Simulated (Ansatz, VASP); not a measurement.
Al3BN2: VASP beside Ansatz

```
Al B N
1.0
     2.80722   -3.16052    0.00000
     2.80722    3.16052    0.00000
     0.00000    0.00000    3.74071
Al B N
3 1 2
Direct
  0.00000 0.00000 0.50000
  0.70869 0.70869 0.00000
  0.29131 0.29131 0.00000
  0.50000 0.50000 0.50000
  0.18897 0.81103 0.00000
  0.81103 0.18897 0.00000
```

Alike in both runs: functional PBE; k mesh 4 × 4 × 6; occupations gaussian, width 0.1 eV; no spin polarisation.

Ansatz relaxed the structure, and its values are those at the end. VASP's run is a single point on that final structure, the one shown.

|  | VASP | Ansatz |
| --- | --- | --- |
| version | VASP 6.6.1 | Ansatz 0.2.0 |
| potentials or method | VASP PAW PBE potentials, release 64 (Al, B, N), cutoff 520 eV | scalar-relativistic, plane waves, PAW |
| valence electrons in the cell | 22 | 22 |

Ansatz gave:

```
gap on the k mesh at the Fermi level (eV) : none
pressure (GPa)                            : 0.1
```

What did VASP give for the same quantities?

gap on the k mesh at the Fermi level (eV): none; pressure (GPa): 0.0.

A gap of «none» marks a metal or a gap that the smearing closes. With one functional, cell and mesh, what is left measures potentials, basis and numerics.

The k mesh is coarse, so the values compare programs but aren't converged.
